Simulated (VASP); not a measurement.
# CdSe (Fm-3m) in VASP: further runs

Runs on CdSe. Level: PBEsol. Tasks: electric field gradients.

Everything below comes from runs of VASP 6.6.1. Logs are shortened: lines on timing, memory, paths and dates and some standing lists are left out, and cuts for length are marked.

## Step 1: The cell of the first run

Symmetry: Fm-3m, No. 225, cubic system. Conventional cell: a = 5.786 Å, b = 5.786 Å, c = 5.786 Å, α = 90.00°, β = 90.00°, γ = 90.00°. Cd (site symmetry m-3m) has 6 Se at 2.89 Å within 3.8 Å. Se (site symmetry m-3m) has 6 Cd at 2.89 Å within 3.8 Å.

## Step 2: Electric field gradients, PBEsol (volume scaled by 1.02)

INCAR

```
SYSTEM = CdSe
ALGO = Normal
EDIFF = 1E-8
ENCUT = 520
GGA = PS
ISIF = 2
ISMEAR = -1
LASPH = .TRUE.
LCHARG = .FALSE.
LEFG = .TRUE.
LREAL = .FALSE.
LWAVE = .FALSE.
NBANDS = 16
NELM = 80
PREC = Accurate
SIGMA = 0.05
```

KPOINTS

```
k-points
0
G
  11 11 11
  0 0 0
```

POSCAR

```
CdSe
1.0
    0.0000000000      2.8929913891      2.8929913891
    2.8929913891      0.0000000000      2.8929913891
    2.8929913891      2.8929913891      0.0000000000
Cd Se
1 1
Direct
    0.0000000000      0.0000000000      0.0000000000
    0.5000000000      0.5000000000      0.5000000000
```

Potentials or basis: VASP PAW PBE potentials, release 64 (Cd, Se).

Run with:

```sh
$ cat potpaw_PBE.64/Cd/POTCAR potpaw_PBE.64/Se/POTCAR > POTCAR
$ mpirun -np 1 vasp_std > vasp.out
```

OUTCAR:

```text
SYSTEM = CdSe
   EDIFF = 1E-8
   ENCUT = 520
   GGA = PS
   ISIF = 2
   ISMEAR = -1
   LASPH = .TRUE.
   LREAL = .FALSE.
   NELM = 80
   PREC = Accurate

 ion  position               nearest neighbor table
   1  0.000  0.000  0.000-   2 2.89   2 2.89   2 2.89   2 2.89   2 2.89   2 2.89
   2  0.500  0.500  0.500-   1 2.89   1 2.89   1 2.89   1 2.89   1 2.89   1 2.89

  LATTYP: Found a face centered cubic cell.
 ALAT       =     5.7859827782

  Lattice vectors:

 A1 = (   0.0000000000,   2.8929913891,   2.8929913891)
 A2 = (   2.8929913891,   0.0000000000,   2.8929913891)
 A3 = (   2.8929913891,   2.8929913891,   0.0000000000)

Analysis of symmetry for initial positions (statically):
=====================================================================
 Subroutine PRICEL returns:
 Original cell was already a primitive cell.

 Routine SETGRP: Setting up the symmetry group for a
 face centered cubic supercell.

 Subroutine GETGRP returns: Found 48 space group operations
 (whereof 48 operations were pure point group operations)
 out of a pool of 48 trial point group operations.

The static configuration has the point symmetry O_h .

Analysis of symmetry for dynamics (positions and initial velocities):
=====================================================================
 Subroutine PRICEL returns:
 Original cell was already a primitive cell.

 Routine SETGRP: Setting up the symmetry group for a
 face centered cubic supercell.

 Subroutine GETGRP returns: Found 48 space group operations
 (whereof 48 operations were pure point group operations)
 out of a pool of 48 trial point group operations.

The dynamic configuration has the point symmetry O_h .

 Subroutine INISYM returns: Found 48 space group operations
 (whereof 48 operations are pure point group operations),
 and found     1 'primitive' translations

----------------------------------------------------------------------------------------

                                     Primitive cell

  volume of cell :      48.4252

  direct lattice vectors                    reciprocal lattice vectors
     0.000000000  2.892991389  2.892991389    -0.172831486  0.172831486  0.172831486
     2.892991389  0.000000000  2.892991389     0.172831486 -0.172831486  0.172831486
     2.892991389  2.892991389  0.000000000     0.172831486  0.172831486 -0.172831486

  length of vectors
     4.091307658  4.091307658  4.091307658     0.299352914  0.299352914  0.299352914

  position of ions in fractional coordinates (direct lattice)
     0.000000000  0.000000000  0.000000000
     0.500000000  0.500000000  0.500000000

  ion indices of the primitive-cell ions
   primitive index   ion index
                 1           1
                 2           2

----------------------------------------------------------------------------------------

 KPOINTS: k-points

Automatic generation of k-mesh.
 Grid dimensions read from file:
 generate k-points for:   11   11   11

 Generating k-lattice:

  Cartesian coordinates                     Fractional coordinates (reciprocal lattice)
    -0.015711953  0.015711953  0.015711953     0.090909091  0.000000000  0.000000000
     0.015711953 -0.015711953  0.015711953     0.000000000  0.090909091  0.000000000
     0.015711953  0.015711953 -0.015711953     0.000000000  0.000000000  0.090909091

  Length of vectors
     0.027213901  0.027213901  0.027213901

  Shift w.r.t. Gamma in fractional coordinates (k-lattice)
     0.000000000  0.000000000  0.000000000

 Subroutine IBZKPT returns following result:
 ===========================================

 Found     56 irreducible k-points:

 Following reciprocal coordinates:
            Coordinates               Weight
  0.000000  0.000000  0.000000      1.000000
  0.090909  0.000000  0.000000      8.000000
  0.181818  0.000000  0.000000      8.000000
  0.272727  0.000000  0.000000      8.000000
  0.363636  0.000000  0.000000      8.000000
  0.454545  0.000000  0.000000      8.000000
[... 16 lines left out ...]
 -0.272727  0.181818  0.000000     24.000000
 -0.181818  0.181818  0.000000     12.000000
 [... further k-points ...]
   k-points           NKPTS =     56   k-points in BZ     NKDIM =     56   number of bands    NBANDS=     16
   number of dos      NEDOS =    301   number of ions     NIONS =      2
   total plane-waves  NPLWV =  27000
   dimension x,y,z NGX =    30 NGY =   30 NGZ =   30
   dimension x,y,z NGXF=    60 NGYF=   60 NGZF=   60
   ions per type =               1   1
   NGX,Y,Z   is equivalent  to a cutoff of  12.19, 12.19, 12.19 a.u.
   NGXF,Y,Z  is equivalent  to a cutoff of  24.38, 24.38, 24.38 a.u.
 SYSTEM =  CdSe
   PREC   = accura    normal or accurate (medium, high low for compatibility)
   ISTART =      0    job   : 0-new  1-cont  2-samecut
   ICHARG =      2    charge: 1-file 2-atom 10-const
   ISPIN  =      1    spin polarized calculation?
   LNONCOLLINEAR =      F non collinear calculations
   LSORBIT =      F    spin-orbit coupling
   LASPH  =      T    aspherical Exc in radial PAW
   ENCUT  =  520.0 eV  38.22 Ry    6.18 a.u.   7.61  7.61  7.61*2*pi/ulx,y,z
   NELM   =     80;   NELMIN=  2; NELMDL= -5     # of ELM steps
   EDIFF  = 0.1E-07   stopping-criterion for ELM
   LREAL  =      F    real-space projection
   EDIFFG = 0.1E-06   stopping-criterion for IOM
   NSW    =      0    number of steps for IOM
   IBRION =     -1    ionic relax: 0-MD 1-quasi-New 2-CG
   NFREE  =      0    steps in history (QN), initial steepest desc. (CG)
   ISIF   =      2    stress and relaxation
   ISYM   =      2    0-nonsym 1-usesym 2-fastsym
   POTIM  = 0.5000    time-step for ionic-motion
   TEBEG  =    0.0;   TEEND  =   0.0 temperature during run
   PSTRESS=    0.0 pullay stress
   NELECT =      18.0000    total number of electrons
   NUPDOWN=      -1.0000    fix difference up-down
   EMIN   =  10.00;   EMAX   =-10.00  energy-range for DOS
   EFERMI =   0.00;   METHOD = LEGACY
   ISMEAR =    -1;   SIGMA  =   0.05  broadening in eV -4-tet -1-fermi 0-gaus
   EFERMI_NEDOS =   21; number of points for ismear=-14 and -15
   IALGO  =     38    algorithm
   IMIX   =      4    mixing-type and parameters
     AMIX     =   0.40;   BMIX     =  1.00
     AMIX_MAG =   1.60;   BMIX_MAG =  1.00
  volume/ion in A,a.u.               =      24.21       163.39
  Fermi-wavevector in a.u.,A,eV,Ry     =   1.177087  2.224372 18.851329  1.385534
  Thomas-Fermi vector in A             =   2.313440
   LORBIT       =      0    0 simple, 1 ext, 2 COOP (PROOUT), +10 PAW based schemes
   GGA     = PS    functional components
   LHFCALC =     F    Hartree Fock is set to
   AEXX    =    0.0000 exact exchange contribution
   IVDW    =     0    specifies the selected vdW correction
   LEPSILON=     F    determine dielectric tensor
   LRPA    =     F    only Hartree local field effects (RPA)
 non-spin polarized calculation
  energy-cutoff  :      520.00
  volume of cell :       48.43
 maximum number of plane-waves:      1321
   NGX = 15   NGY = 15   NGZ = 15

 number of electron      18.0000009 magnetization

 Free energy of the ion-electron system (eV)
  ---------------------------------------------------
  ext. energy  EPLUGINS =         0.00000000
  ---------------------------------------------------
  free energy    TOTEN  =        -5.93897969 eV

  energy without entropy =       -5.93478771  energy(sigma->0) =       -5.93688370

 E-fermi :   1.9948     XC(G=0): -10.0955

 val. band max:        1.9469194242   @ k =  -0.1818   0.1818   0.0000
 cond. band min:       2.2585781599   @ k =   0.4545   0.3636   0.0000
 fundamental gap:      0.3116587357
 Fermi energy:         1.9948216992

 k-point     1 :       0.0000    0.0000    0.0000
  band No.  band energies     occupation
      1     -10.8447      2.00000
      2      -5.8742      2.00000
      3      -5.8742      2.00000
      4      -5.8565      2.00000
      5      -5.8565      2.00000
      6      -5.8565      2.00000
[... 8 lines left out ...]
     15      11.5210      0.00000
     16      11.5210      0.00000

 k-point     2 :       0.0909    0.0000    0.0000
  band No.  band energies     occupation
      1     -10.7875      2.00000
      2      -5.8898      2.00000
      3      -5.8898      2.00000
      4      -5.8609      2.00000
      5      -5.8476      2.00000
      6      -5.8476      2.00000
[... 8 lines left out ...]
     15      11.1865      0.00000
     16      11.4554      0.00000
[... 387 lines left out ...]
      5      -5.7692      2.00000
      6      -5.7099      2.00000
[... 8 lines left out ...]
     15      13.3001      0.00000
     16      15.3950      0.00000

 k-point    24 :      -0.1818    0.1818    0.0000
  band No.  band energies     occupation
      1     -10.3424      2.00000
      2      -6.0195      2.00000
      3      -5.9660      2.00000
      4      -5.8789      2.00000
      5      -5.7985      2.00000
      6      -5.7452      2.00000
[... 8 lines left out ...]
     15      13.1052      0.00000
     16      14.0310      0.00000

 [... further k-points ...]
[... 5 lines left out ...]
  --------------------------------------------------------------------------------------
  -------------------------------------------------------------------------------------
  Total       -1.3671106     -1.3671106     -1.3671106      0.0000000      0.0000000     -0.0000000
  in kB      -45.2316892    -45.2316892    -45.2316892      0.0000000      0.0000000     -0.0000000
  external PRESSURE =     -45.2316892 kB  Pullay stress =       0.0000000 kB

 VOLUME and BASIS-vectors are now :
 -----------------------------------------------------------------------------
  energy-cutoff  :      520.00
  volume of cell :       48.43
      direct lattice vectors                 reciprocal lattice vectors
     0.000000000  2.892991389  2.892991389    -0.172831486  0.172831486  0.172831486
     2.892991389  0.000000000  2.892991389     0.172831486 -0.172831486  0.172831486
     2.892991389  2.892991389  0.000000000     0.172831486  0.172831486 -0.172831486

 POSITION                                       TOTAL-FORCE (eV/Angst)
 -----------------------------------------------------------------------------------
      0.00000      0.00000      0.00000        -0.000000      0.000000      0.000000
      2.89299      2.89299      2.89299         0.000000     -0.000000     -0.000000
 -----------------------------------------------------------------------------------
    total drift:                               -0.000000      0.000000      0.000000

  FREE ENERGIE OF THE ION-ELECTRON SYSTEM (eV)
  ---------------------------------------------------
  free  energy   TOTEN  =        -5.9389796911 eV

  energy  without entropy=       -5.9347877120  energy(sigma->0) =       -5.93688370

 Electric field gradients (V/A^2)
---------------------------------------------------------------------
 ion       V_xx      V_yy      V_zz      V_xy      V_xz      V_yz
---------------------------------------------------------------------
   1      -0.000    -0.000     0.000    -0.002    -0.002    -0.002
   2      -0.000    -0.000     0.000     0.000     0.000     0.000
---------------------------------------------------------------------

 Electric field gradients after diagonalization (V/A^2)
 (convention: |V_zz| > |V_xx| > |V_yy|)
----------------------------------------------------------------------
 ion       V_xx      V_yy      V_zz     asymmetry (V_yy - V_xx)/ V_zz
----------------------------------------------------------------------
   1       0.002     0.002    -0.004       0.000
   2      -0.000    -0.000     0.001       0.000
----------------------------------------------------------------------

           NMR quadrupolar parameters

 Cq : quadrupolar parameter    Cq=e*Q*V_zz/h
 eta: asymmetry parameters     (V_yy - V_xx)/ V_zz
 Q  : nuclear electric quadrupole moment in mb (millibarn)
----------------------------------------------------------------------
 ion       Cq(MHz)       eta       Q (mb)
----------------------------------------------------------------------
   1      -0.000       0.000       1.000
   2       0.000       0.000       1.000
----------------------------------------------------------------------
```

It took 56 s on 1 thread of AMD EPYC 7R43 (Zen 3), shared host; peak memory 0.16 GiB.

What came out:

| Item | Value |
| --- | --- |
| Free energy | -5.9390 eV |
| Pressure | -4.5 GPa |
| Band gap on the k mesh | zero (band 9 reaches 1.95 eV, above the bottom of band 10 at 1.54 eV) |

Levels at points of the mesh, in eV from the Fermi level:
```
           k point  band 6  band 7  band 8  band 9  band 10  band 11  band 12  band 13
(0.00, 0.00, 0.00)   -7.85   -0.62   -0.62   -0.62    -0.14     8.52     8.52     8.52
```

Caveat: without QUAD_EFG the Cq values of the log hold for a quadrupole moment of 1 mb, not for the nuclei; the PAW data sets were made with another functional, which shifts forces and pressure a little.

## Step 3: Electric field gradients, PBEsol (volume scaled by 1.06)

INCAR

```
PREC     = Accurate       # precision mode
ENCUT    = 520            # plane-wave cutoff, eV
EDIFF    = 1E-8           # SCF threshold, eV
ISMEAR   = -1             # smearing method
SIGMA    = 0.05           # smearing width, eV
LREAL    = False          # projectors in reciprocal space
LASPH    = True           # aspherical terms in the spheres
NELM     = 80             # most SCF steps
ALGO     = Normal         # electronic algorithm
ISIF     = 2              # what is computed and relaxed
LWAVE    = False          # write WAVECAR
LCHARG   = False          # write CHGCAR
GGA      = PS             # functional
LEFG     = True         
NBANDS   = 16             # bands
```

KPOINTS

```
regular mesh
0
Gamma
  11 11 11
```

POSCAR

```
CdSe
1.0
    0.0000000000      2.9303244279      2.9303244279
    2.9303244279      0.0000000000      2.9303244279
    2.9303244279      2.9303244279      0.0000000000
Cd Se
1 1
Direct
    0.0000000000      0.0000000000      0.0000000000
    0.5000000000      0.5000000000      0.5000000000
```

Potentials or basis: VASP PAW PBE potentials, release 64 (Cd, Se).

Run with:

```sh
$ cat potpaw_PBE.64/Cd/POTCAR potpaw_PBE.64/Se/POTCAR > POTCAR
$ mpirun -np 1 vasp_std > vasp.out
```

OUTCAR:

```text
PREC = Accurate
   ENCUT = 520
   EDIFF = 1E-8
   ISMEAR = -1
   LREAL = False
   LASPH = True
   NELM = 80
   ISIF = 2
   GGA = PS

 ion  position               nearest neighbor table
   1  0.000  0.000  0.000-   2 2.93   2 2.93   2 2.93   2 2.93   2 2.93   2 2.93
   2  0.500  0.500  0.500-   1 2.93   1 2.93   1 2.93   1 2.93   1 2.93   1 2.93

  LATTYP: Found a face centered cubic cell.
 ALAT       =     5.8606488558

  Lattice vectors:

 A1 = (   0.0000000000,   2.9303244279,   2.9303244279)
 A2 = (   2.9303244279,   0.0000000000,   2.9303244279)
 A3 = (   2.9303244279,   2.9303244279,   0.0000000000)

Analysis of symmetry for initial positions (statically):
=====================================================================
 Subroutine PRICEL returns:
 Original cell was already a primitive cell.

 Routine SETGRP: Setting up the symmetry group for a
 face centered cubic supercell.

[... 643 lines left out ...]
  volume of cell :       50.32
      direct lattice vectors                 reciprocal lattice vectors
     0.000000000  2.930324428  2.930324428    -0.170629571  0.170629571  0.170629571
     2.930324428  0.000000000  2.930324428     0.170629571 -0.170629571  0.170629571
     2.930324428  2.930324428  0.000000000     0.170629571  0.170629571 -0.170629571

 POSITION                                       TOTAL-FORCE (eV/Angst)
 -----------------------------------------------------------------------------------
      0.00000      0.00000      0.00000        -0.000000      0.000000     -0.000000
      2.93032      2.93032      2.93032         0.000000     -0.000000      0.000000
 -----------------------------------------------------------------------------------
    total drift:                                0.000000     -0.000000     -0.000000

  FREE ENERGIE OF THE ION-ELECTRON SYSTEM (eV)
  ---------------------------------------------------
  free  energy   TOTEN  =        -5.8751831592 eV

  energy  without entropy=       -5.8709290544  energy(sigma->0) =       -5.87305611

 Electric field gradients (V/A^2)
---------------------------------------------------------------------
 ion       V_xx      V_yy      V_zz      V_xy      V_xz      V_yz
---------------------------------------------------------------------
   1      -0.000     0.000    -0.000     0.002     0.002     0.002
   2       0.000     0.000    -0.000    -0.000    -0.000    -0.000
---------------------------------------------------------------------

 Electric field gradients after diagonalization (V/A^2)
 (convention: |V_zz| > |V_xx| > |V_yy|)
----------------------------------------------------------------------
 ion       V_xx      V_yy      V_zz     asymmetry (V_yy - V_xx)/ V_zz
----------------------------------------------------------------------
   1      -0.002    -0.002     0.004       0.000
   2       0.000     0.000    -0.001       0.000
----------------------------------------------------------------------

           NMR quadrupolar parameters

 Cq : quadrupolar parameter    Cq=e*Q*V_zz/h
 eta: asymmetry parameters     (V_yy - V_xx)/ V_zz
 Q  : nuclear electric quadrupole moment in mb (millibarn)
----------------------------------------------------------------------
 ion       Cq(MHz)       eta       Q (mb)
----------------------------------------------------------------------
   1       0.000       0.000       1.000
   2      -0.000       0.000       1.000
----------------------------------------------------------------------
```

OSZICAR:

```text
N       E                     dE             d eps       ncg     rms          rms(c)
DAV:   1     0.104515473045E+03    0.10452E+03   -0.89636E+03  1840   0.102E+03
DAV:   2    -0.255870519903E+01   -0.10707E+03   -0.10052E+03  2168   0.249E+02
DAV:   3    -0.630285920641E+01   -0.37442E+01   -0.37376E+01  2072   0.479E+01
DAV:   4    -0.631511874421E+01   -0.12260E-01   -0.12259E-01  2328   0.275E+00
DAV:   5    -0.631517314592E+01   -0.54402E-04   -0.54402E-04  2088   0.161E-01    0.442E+00
DAV:   6    -0.590082836836E+01    0.41434E+00   -0.67009E-01  2360   0.947E+00    0.397E+00
DAV:   7    -0.587831592391E+01    0.22512E-01   -0.96237E-02  2024   0.224E+00    0.196E+00
DAV:   8    -0.587540013493E+01    0.29158E-02   -0.10197E-02  2120   0.119E+00    0.190E-01
DAV:   9    -0.587518161511E+01    0.21852E-03   -0.11675E-03  2200   0.393E-01    0.488E-02
DAV:  10    -0.587517689871E+01    0.47164E-05   -0.14381E-04  2072   0.147E-01    0.344E-02
DAV:  11    -0.587518365589E+01   -0.67572E-05   -0.16946E-05  2040   0.348E-02    0.134E-02
DAV:  12    -0.587518321166E+01    0.44423E-06   -0.12332E-06  2152   0.727E-03    0.346E-03
DAV:  13    -0.587518313242E+01    0.79244E-07   -0.18407E-07  2072   0.264E-03    0.251E-03
DAV:  14    -0.587518315592E+01   -0.23497E-07   -0.73816E-09  1624   0.997E-04    0.279E-04
DAV:  15    -0.587518315921E+01   -0.32974E-08   -0.10947E-09  1096   0.229E-04
   1 F= -.58751832E+01 E0= -.58730561E+01  d E =-.425410E-02
```

Run time: 62 s. Hardware: 1 thread of AMD EPYC 7R43 (Zen 3), shared host; peak memory 0.16 GiB.

Results:

```yaml
Free_energy: -5.8752 eV
Pressure: -6.2 GPa
Band_gap_on_the_k_mesh: zero (band 9 reaches 1.62 eV, above the bottom of band 10 at 1.22 eV)
```

Caveat: without QUAD_EFG the Cq values of the log hold for a quadrupole moment of 1 mb, not for the nuclei; the PAW data sets were made with another functional, which shifts forces and pressure a little.
